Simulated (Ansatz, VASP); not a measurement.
**Two plane-wave programs on Na**

```
Na
1.0
    -1.85250    1.85250    2.64375
     1.85250   -1.85250    2.64375
     1.85250    1.85250   -2.64375
Na
1
Direct
  0.00000 0.00000 0.00000
```

Alike in both runs: task single point; functional LDA; k mesh 18 × 18 × 18; occupations gaussian, width 0.15 eV; no spin polarisation.

|  | VASP | Ansatz |
| --- | --- | --- |
| version | VASP 6.6.1 | Ansatz 0.2.0 |
| potentials or method | VASP PAW LDA potentials, release 64 (Na_pv), cutoff 520 eV | scalar-relativistic, plane waves, PAW |
| valence electrons in the cell | 7 | 9 |

Ansatz gave:

```
gap on the k mesh at the Fermi level (eV) : none
pressure (GPa)                            : -0.7
```

Task: What did VASP give for the same quantities?

Result: gap on the k mesh at the Fermi level (eV): none; pressure (GPa): -0.8.

LDA's correlation is that of Perdew and Zunger in VASP and of Perdew and Wang (1992) in Ansatz. A gap of «none» marks a metal or a gap that the smearing closes. VASP's potentials hold 7 valence electrons a cell and Ansatz's 9, so a difference there can come from the potentials and not from the codes.
